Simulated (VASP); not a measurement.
# TiB2 in VASP: a series of runs

TiB2 is run at these levels: PBE; tasks: electric field gradients, single point.

Program: VASP 6.6.1. These are calculated values, not measurements. Logs are shortened: lines on timing, memory, paths and dates and some standing lists are left out, and cuts for length are marked.

**1. The cell of the first run**

The typed cell holds 3 atoms: a = 3.030 Å, b = 3.055 Å, c = 3.229 Å, α = 90.41°, β = 91.14°, γ = 120.85°.

**2. Electric field gradients, PBE (equal xy, yz and zx shear strains of -2 %)**

Input file INCAR:

```
SYSTEM = TiB2
  PREC = Accurate
  ENCUT = 520
  EDIFF = 1E-8
  ISMEAR = -1
  SIGMA = 0.08
  LREAL = .False.
  LASPH = .True.
  NELM = 100
  ALGO = Normal
  ISIF = 2
  LWAVE = .False.
  LCHARG = .False.
  GGA = PE
  LEFG = .True.
  NBANDS = 16
```

Input file KPOINTS:

```
Automatic mesh
0
Gamma
  15 15 13
  0 0 0
```

Input file POSCAR:

```
TiB2
1.0
    3.0291982016     -0.0302919820     -0.0302919820
   -1.5408327268      2.6385085867     -0.0110876350
   -0.0322840000     -0.0322840000      3.2284000000
Ti B
1 2
Direct
    0.0000000000      0.0000000000      0.0000000000
    0.3333333333      0.6666666667      0.5000000000
    0.6666666667      0.3333333333      0.5000000000
```

Potentials or basis: VASP PAW PBE potentials, release 64 (Ti_sv, B).

Launch:

```
> cat potpaw_PBE.64/Ti_sv/POTCAR potpaw_PBE.64/B/POTCAR > POTCAR
> mpirun -np 1 vasp_std > vasp.out
```

OUTCAR:

```text
SYSTEM = TiB2
   PREC = Accurate
   ENCUT = 520
   EDIFF = 1E-8
   ISMEAR = -1
   LREAL = .False.
   LASPH = .True.
   NELM = 100
   ISIF = 2
   GGA = PE

 ion  position               nearest neighbor table
   1  0.000  0.000  0.000-   3 2.34   2 2.34   3 2.36   2 2.36   2 2.38   3 2.38   2 2.40   3 2.40
                             2 2.40   3 2.40   3 2.40   2 2.40
   2  0.333  0.667  0.500-   3 1.73   3 1.75   3 1.76   1 2.34   1 2.36   1 2.38   1 2.40   1 2.40
                             1 2.40
   3  0.667  0.333  0.500-   2 1.73   2 1.75   2 1.76   1 2.34   1 2.36   1 2.38   1 2.40   1 2.40
                             1 2.40

  LATTYP: Found a triclinic cell.
 ALAT       =     3.0032878511
 B/A-ratio  =     1.0087281861
 C/A-ratio  =     1.0750627259
 COS(alpha) =     0.0198960208
 COS(beta)  =     0.0274156886
 COS(gamma) =     0.4869832429

  Lattice vectors:

 A1 = (   1.4883654748,   2.6082166047,  -0.0413796170)
 A2 = (   3.0291982016,  -0.0302919820,  -0.0302919820)
 A3 = (   0.0322840000,   0.0322840000,  -3.2284000000)

Analysis of symmetry for initial positions (statically):
=====================================================================
 Subroutine PRICEL returns:
 Original cell was already a primitive cell.

 Routine SETGRP: Setting up the symmetry group for a
 triclinic supercell.

 Subroutine GETGRP returns: Found  2 space group operations
 (whereof  2 operations were pure point group operations)
 out of a pool of  2 trial point group operations.

The static configuration has the point symmetry S_2 .

Analysis of symmetry for dynamics (positions and initial velocities):
=====================================================================
 Subroutine PRICEL returns:
 Original cell was already a primitive cell.

 Routine SETGRP: Setting up the symmetry group for a
 triclinic supercell.

 Subroutine GETGRP returns: Found  2 space group operations
 (whereof  2 operations were pure point group operations)
 out of a pool of  2 trial point group operations.

The dynamic configuration has the point symmetry S_2 .

 Subroutine INISYM returns: Found  2 space group operations
 (whereof  2 operations are pure point group operations),
 and found     1 'primitive' translations

[... 129 lines left out ...]
  volume of cell :       25.65
 maximum number of plane-waves:       703
   NGX = 11   NGY = 11   NGZ = 13

 number of electron      18.0000002 magnetization

 Free energy of the ion-electron system (eV)
  ---------------------------------------------------
  ext. energy  EPLUGINS =         0.00000000
  ---------------------------------------------------
  free energy    TOTEN  =       -24.40625901 eV

  energy without entropy =      -24.39816369  energy(sigma->0) =      -24.40221135

 E-fermi :  10.0160     XC(G=0): -12.7693

 val. band max:       10.0149061198   @ k =  -0.2000  -0.2000   0.1538
 cond. band min:      10.0346924707   @ k =  -0.0000  -0.0000   0.3846
 fundamental gap:      0.0197863509
 Fermi energy:        10.0160167600

 k-point     1 :       0.0000    0.0000    0.0000
  band No.  band energies     occupation
      1     -46.9513      2.00000
      2     -23.3051      2.00000
      3     -23.0028      2.00000
      4     -22.9727      2.00000
      5      -3.5065      2.00000
      6       7.2987      2.00000
[... 433 lines left out ...]
      3     -23.0585      2.00000
      4     -23.0011      2.00000
      5      -3.1666      2.00000
      6       6.4698      2.00000
[... 8 lines left out ...]
     15      17.4179      0.00000
     16      18.1071      0.00000

 [... further k-points ...]
[... 5 lines left out ...]
  --------------------------------------------------------------------------------------
  -------------------------------------------------------------------------------------
  Total        0.1811119      0.1701515      0.0281145      0.9693826      0.8503044      0.8508153
  in kB       11.3139827     10.6292907      1.7563033     60.5568970     53.1181399     53.1500558
  external PRESSURE =       7.8998589 kB  Pullay stress =       0.0000000 kB

 VOLUME and BASIS-vectors are now :
 -----------------------------------------------------------------------------
  energy-cutoff  :      520.00
  volume of cell :       25.65
      direct lattice vectors                 reciprocal lattice vectors
     3.029198202 -0.030291982 -0.030291982     0.332112656  0.193968813  0.005260815
    -1.540832727  2.638508587 -0.011087635     0.003851184  0.381267181  0.003851184
    -0.032284000 -0.032284000  3.228400000     0.003129430  0.003129430  0.309813549

 POSITION                                       TOTAL-FORCE (eV/Angst)
 -----------------------------------------------------------------------------------
      0.00000      0.00000      0.00000         0.000000      0.000000      0.000000
     -0.03363      1.73277      1.59671         0.061889      0.005702     -0.004750
      1.48971      0.84317      1.59031        -0.061889     -0.005702      0.004750
 -----------------------------------------------------------------------------------
    total drift:                               -0.000000      0.000000      0.000000

  FREE ENERGIE OF THE ION-ELECTRON SYSTEM (eV)
  ---------------------------------------------------
  free  energy   TOTEN  =       -24.4062590059 eV

  energy  without entropy=      -24.3981636888  energy(sigma->0) =      -24.40221135

 Electric field gradients (V/A^2)
---------------------------------------------------------------------
 ion       V_xx      V_yy      V_zz      V_xy      V_xz      V_yz
---------------------------------------------------------------------
   1      -8.908    -8.896    17.805    -5.635   -10.091   -10.094
   2      -2.330    -2.299     4.629    -0.965    -0.701    -0.702
   3      -2.330    -2.299     4.629    -0.965    -0.701    -0.702
---------------------------------------------------------------------

 Electric field gradients after diagonalization (V/A^2)
 (convention: |V_zz| > |V_xx| > |V_yy|)
----------------------------------------------------------------------
 ion       V_xx      V_yy      V_zz     asymmetry (V_yy - V_xx)/ V_zz
----------------------------------------------------------------------
   1     -19.935    -3.268    23.203       0.718
   2      -3.402    -1.350     4.752       0.432
   3      -3.402    -1.350     4.752       0.432
----------------------------------------------------------------------

           NMR quadrupolar parameters

 Cq : quadrupolar parameter    Cq=e*Q*V_zz/h
 eta: asymmetry parameters     (V_yy - V_xx)/ V_zz
 Q  : nuclear electric quadrupole moment in mb (millibarn)
----------------------------------------------------------------------
 ion       Cq(MHz)       eta       Q (mb)
----------------------------------------------------------------------
   1       0.056       0.718       1.000
   2       0.011       0.432       1.000
   3       0.011       0.432       1.000
----------------------------------------------------------------------
```

stdout:

```text
POSCAR found type information on POSCAR TiB
 POSCAR found :  2 types and       3 ions
 scaLAPACK will be used
 LDA part: xc-table for (Slater+PW92), standard interpolation
 POSCAR, INCAR and KPOINTS ok, starting setup
 FFT: planning ... GRIDC
 FFT: planning ... GRID_SOFT
 FFT: planning ... GRID
 WAVECAR not read
 entering main loop
ion   1
     0.0000422     0.4796366     1.0071577    -1.0059518     1.0073884    -0.0013806
     0.0000581     0.4796366     1.0071577    -1.0059518     1.0073884    -0.0013806
     0.0000800     0.4796366     1.0071577    -1.0059518     1.0073883    -0.0013806
     0.0001102     0.4796366     1.0071577    -1.0059518     1.0073883    -0.0013806

     0.0000422     5.3931860     9.6881504   -13.4674502     9.6858054     0.0060631
     0.0000581     5.3931726     9.6881217   -13.4674396     9.6857768     0.0060630
     0.0000800     5.3931511     9.6880752   -13.4674239     9.6857303     0.0060629
     0.0001102     5.3931167     9.6880001   -13.4674015     9.6856553     0.0060628
[... 12 lines left out ...]
ion   3
     0.0000257     0.8210642     0.5407070    -4.4598191     0.5403643     0.0146213
     0.0000354     0.8210642     0.5407070    -4.4598191     0.5403643     0.0146213
     0.0000487     0.8210642     0.5407070    -4.4598191     0.5403643     0.0146213
     0.0000671     0.8210642     0.5407070    -4.4598191     0.5403643     0.0146213

     0.0000257     1.2096490     0.8125569    -5.7821768     0.8120733     0.0208737
     0.0000354     1.2096489     0.8125569    -5.7821767     0.8120733     0.0208737
     0.0000487     1.2096488     0.8125568    -5.7821765     0.8120732     0.0208737
     0.0000671     1.2096487     0.8125568    -5.7821761     0.8120731     0.0208737
```

Run time: 7.4 min. Hardware: 1 thread of Intel Xeon Platinum 8259CL at 2.50GHz (Skylake/Cascade Lake), shared host; peak memory 0.64 GiB.

What came out:

```yaml
Free_energy: -24.4063 eV
Pressure: 0.8 GPa
Largest_force: 0.062 eV/Å
Band_gap_on_the_k_mesh: zero (bands 9 and 10 overlap by 0.37 eV)
Largest_electric_field_gradient_by_atom: Ti +23.2; B +4.8 V/Å²
```

Forces on the atoms (eV/Å):
```
Ti   0.000  0.000  0.000
B    0.062  0.006 -0.005
B   -0.062 -0.006  0.005
```

Stress tensor (GPa, compression positive):
```
1.13 6.06 5.32
6.06 1.06 5.31
5.32 5.31 0.18
```

Electric field gradients, principal values (V/Å²):
| atom | least | middle | greatest (by size) |
| --- | --- | --- | --- |
| 1 Ti | -3.268 | -19.935 | 23.203 |
| 2 B | -1.350 | -3.402 | 4.752 |
| 3 B | -1.350 | -3.402 | 4.752 |

Caveat: the cell differs from its parent crystal (equal xy, yz and zx shear strains of -2 %); without QUAD_EFG the Cq values of the log hold for a quadrupole moment of 1 mb, not for the nuclei.

**3. Single point, PBE**

Input file POSCAR:

```
TiB2
1.0
    3.0291982016      0.0000000000      0.0000000000
   -1.5145991008      2.6233625957      0.0000000000
    0.0000000000      0.0000000000      3.2284000000
Ti B
1 2
Direct
    0.0000000000      0.0000000000      0.0000000000
    0.3333333333      0.6666666667      0.5000000000
    0.6666666667      0.3333333333      0.5000000000
```

Input file INCAR.step1:

```
SYSTEM = TiB2
PREC     = Accurate       ! precision mode
ENCUT    = 520            ! plane-wave cutoff, eV
EDIFF    = 1E-7           ! SCF threshold, eV
ISMEAR   = -1             ! smearing method
SIGMA    = 0.08           ! smearing width, eV
LREAL    = .FALSE.        ! projectors in reciprocal space
LASPH    = .TRUE.         ! aspherical terms in the spheres
NELM     = 60             ! most SCF steps
ALGO     = Normal         ! electronic algorithm
ISIF     = 2              ! what is computed and relaxed
LWAVE    = .FALSE.        ! write WAVECAR
LCHARG   = .TRUE.         ! write CHGCAR
LMAXMIX  = 4              ! l up to which the mixer works
GGA      = PE             ! functional
NBANDS   = 16             ! bands
```

Input file KPOINTS.step1:

```
Automatic mesh
0
G
  15 15 13
  0 0 0
```

Input file INCAR.step2:

```
SYSTEM = TiB2
PREC     = Accurate       ! precision mode
ENCUT    = 520            ! plane-wave cutoff, eV
EDIFF    = 1E-7           ! SCF threshold, eV
ISMEAR   = -5             ! smearing method
SIGMA    = 0.08           ! smearing width, eV
LREAL    = .FALSE.        ! projectors in reciprocal space
LASPH    = .TRUE.         ! aspherical terms in the spheres
NELM     = 60             ! most SCF steps
ALGO     = Normal         ! electronic algorithm
ISIF     = 2              ! what is computed and relaxed
LWAVE    = .FALSE.        ! write WAVECAR
LCHARG   = .FALSE.        ! write CHGCAR
LMAXMIX  = 4              ! l up to which the mixer works
GGA      = PE             ! functional
LORBIT   = 10             ! projections on sites
NEDOS    = 2001           ! points of the DOS
ICHARG   = 11             ! starting density
```

Input file KPOINTS.step2:

```
Automatic mesh
0
G
  23 23 20
  0 0 0
```

Potentials or basis: VASP PAW PBE potentials, release 64 (Ti_sv, B).

Launch:

```
> cat potpaw_PBE.64/Ti_sv/POTCAR potpaw_PBE.64/B/POTCAR > POTCAR
> cp INCAR.step1 INCAR
> cp KPOINTS.step1 KPOINTS
> mpirun -np 1 vasp_std > vasp.out
> cp INCAR.step2 INCAR
> cp KPOINTS.step2 KPOINTS
> mpirun -np 1 vasp_std > vasp.out
```

Run time: 3.2 min. Hardware: 1 thread of Intel Xeon 8259CL, shared host; peak memory 0.34 GiB.

Results (log left out):

| Quantity | Value |
| --- | --- |
| Valence electrons inside the program's atomic spheres | Ti 10.42; B 2.01 |

Levels at points of the mesh, in eV from the Fermi level:
```csv
k point,band 7,band 8,band 9,band 10,band 11,band 12
"(0.00, 0.00, 0.00)",-2.68,-2.41,-2.20,1.81,1.81,3.57
"(0.00, 0.00, 0.50)",-0.64,-0.64,-0.26,-0.26,0.36,0.36
```

**4. Electric field gradients, PBE (8.04 Å³/atom)**

This run uses another cell than the first one, of 8.04 Å³/atom.

Input file INCAR:

```
PREC = Accurate
ENCUT = 520
EDIFF = 1E-8
ISMEAR = -1
SIGMA = 0.08
LREAL = F
LASPH = T
NELM = 60
ALGO = Normal
ISIF = 2
LWAVE = F
LCHARG = F
GGA = PE
LEFG = T
NBANDS = 16
```

Input file KPOINTS:

```
Automatic mesh
0
Gamma
  15 15 13
```

Input file POSCAR:

```
TiB2
1.0
    2.9673604788      0.0000000000      0.0000000000
   -1.4836802394      2.5698095569      0.0000000000
    0.0000000000      0.0000000000      3.1624957934
Ti B
1 2
Direct
    0.0000000000      0.0000000000      0.0000000000
    0.3333333333      0.6666666667      0.5000000000
    0.6666666667      0.3333333333      0.5000000000
```

Potentials or basis: VASP PAW PBE potentials, release 64 (Ti_sv, B).

Launch:

```
> cat potpaw_PBE.64/Ti_sv/POTCAR potpaw_PBE.64/B/POTCAR > POTCAR
> mpirun -np 1 vasp_std > vasp.out
```

OUTCAR:

```text
PREC = Accurate
   ENCUT = 520
   EDIFF = 1E-8
   ISMEAR = -1
   LREAL = F
   LASPH = T
   NELM = 60
   ISIF = 2
   GGA = PE

 ion  position               nearest neighbor table
   1  0.000  0.000  0.000-   2 2.33   3 2.33   2 2.33   3 2.33   3 2.33   3 2.33   2 2.33   2 2.33
                             3 2.33   3 2.33   2 2.33   2 2.33
   2  0.333  0.667  0.500-   3 1.71   3 1.71   3 1.71   1 2.33   1 2.33   1 2.33   1 2.33   1 2.33
                             1 2.33
   3  0.667  0.333  0.500-   2 1.71   2 1.71   2 1.71   1 2.33   1 2.33   1 2.33   1 2.33   1 2.33
                             1 2.33

  LATTYP: Found a hexagonal cell.
 ALAT       =     2.9673604788
 C/A-ratio  =     1.0657605694

  Lattice vectors:

 A1 = (   2.9673604788,   0.0000000000,   0.0000000000)
 A2 = (  -1.4836802394,   2.5698095569,   0.0000000000)
 A3 = (   0.0000000000,   0.0000000000,   3.1624957934)

Analysis of symmetry for initial positions (statically):
=====================================================================
 Subroutine PRICEL returns:
 Original cell was already a primitive cell.

 Routine SETGRP: Setting up the symmetry group for a
 hexagonal supercell.

 Subroutine GETGRP returns: Found 24 space group operations
 (whereof 24 operations were pure point group operations)
 out of a pool of 24 trial point group operations.

The static configuration has the point symmetry D_6h.

Analysis of symmetry for dynamics (positions and initial velocities):
=====================================================================
 Subroutine PRICEL returns:
[... 168 lines left out ...]
      1     -46.1144      2.00000
      2     -22.4829      2.00000
      3     -22.1193      2.00000
      4     -22.1193      2.00000
      5      -3.1593      2.00000
      6       7.9538      2.00000
[... 433 lines left out ...]
      3     -22.3877      2.00000
      4     -22.3463      2.00000
      5       1.6307      2.00000
      6       1.6649      2.00000
[... 8 lines left out ...]
     15      19.9543      0.00000
     16      21.3535      0.00000

 [... further k-points ...]
[... 5 lines left out ...]
  --------------------------------------------------------------------------------------
  -------------------------------------------------------------------------------------
  Total        2.9899697      2.9899697      2.2692804      0.0000000      0.0000000      0.0000000
  in kB      198.6443262    198.6443262    150.7639638      0.0000000      0.0000000      0.0000000
  external PRESSURE =     182.6842054 kB  Pullay stress =       0.0000000 kB

 VOLUME and BASIS-vectors are now :
 -----------------------------------------------------------------------------
  energy-cutoff  :      520.00
  volume of cell :       24.12
      direct lattice vectors                 reciprocal lattice vectors
     2.967360479  0.000000000  0.000000000     0.336999838  0.194566947  0.000000000
    -1.483680239  2.569809557  0.000000000     0.000000000  0.389133894  0.000000000
     0.000000000  0.000000000  3.162495793     0.000000000  0.000000000  0.316205954

 POSITION                                       TOTAL-FORCE (eV/Angst)
 -----------------------------------------------------------------------------------
      0.00000      0.00000      0.00000        -0.000000     -0.000000      0.000000
     -0.00000      1.71321      1.58125        -0.000000     -0.000000      0.000000
      1.48368      0.85660      1.58125         0.000000      0.000000     -0.000000
 -----------------------------------------------------------------------------------
    total drift:                               -0.000000      0.000000      0.000000

  FREE ENERGIE OF THE ION-ELECTRON SYSTEM (eV)
  ---------------------------------------------------
  free  energy   TOTEN  =       -24.3463069597 eV

  energy  without entropy=      -24.3388232092  energy(sigma->0) =      -24.34256508

 Electric field gradients (V/A^2)
---------------------------------------------------------------------
 ion       V_xx      V_yy      V_zz      V_xy      V_xz      V_yz
---------------------------------------------------------------------
   1      -9.333    -9.333    18.666    -0.000    -0.000     0.000
   2      -2.329    -2.329     4.658     0.000     0.000    -0.000
   3      -2.329    -2.329     4.658     0.000     0.000     0.000
---------------------------------------------------------------------

 Electric field gradients after diagonalization (V/A^2)
 (convention: |V_zz| > |V_xx| > |V_yy|)
----------------------------------------------------------------------
 ion       V_xx      V_yy      V_zz     asymmetry (V_yy - V_xx)/ V_zz
----------------------------------------------------------------------
   1      -9.333    -9.332    18.666       0.000
   2      -2.329    -2.329     4.658       0.000
   3      -2.329    -2.329     4.658       0.000
----------------------------------------------------------------------

           NMR quadrupolar parameters

 Cq : quadrupolar parameter    Cq=e*Q*V_zz/h
 eta: asymmetry parameters     (V_yy - V_xx)/ V_zz
 Q  : nuclear electric quadrupole moment in mb (millibarn)
----------------------------------------------------------------------
 ion       Cq(MHz)       eta       Q (mb)
----------------------------------------------------------------------
   1       0.045       0.000       1.000
   2       0.011       0.000       1.000
   3       0.011       0.000       1.000
----------------------------------------------------------------------
```

It took 2 min on 1 thread of Intel Xeon 8259CL, shared host; peak memory 0.19 GiB.

Results:

| Property | Result |
| --- | --- |
| Free energy | -24.3463 eV |
| Pressure | 18.3 GPa |
| Band gap on the k mesh | zero (bands 9 and 10 overlap by 0.50 eV) |
| Largest electric field gradient by atom | Ti +18.7; B +4.7 V/Å² |

Stress tensor (GPa, compression positive):
```
19.86  0.00  0.00
 0.00 19.86  0.00
 0.00  0.00 15.08
```

Electric field gradients, principal values (V/Å²):
```
atom   least  middle  greatest (by size)
1 Ti  -9.332  -9.333              18.666
 2 B  -2.329  -2.329               4.658
 3 B  -2.329  -2.329               4.658
```

Caveat: the cell stands under pressure; without QUAD_EFG the Cq values of the log hold for a quadrupole moment of 1 mb, not for the nuclei.

(Continued in part 2 of 2.)

The gap in the log of VASP goes by the Fermi energy; the results here count the filled bands.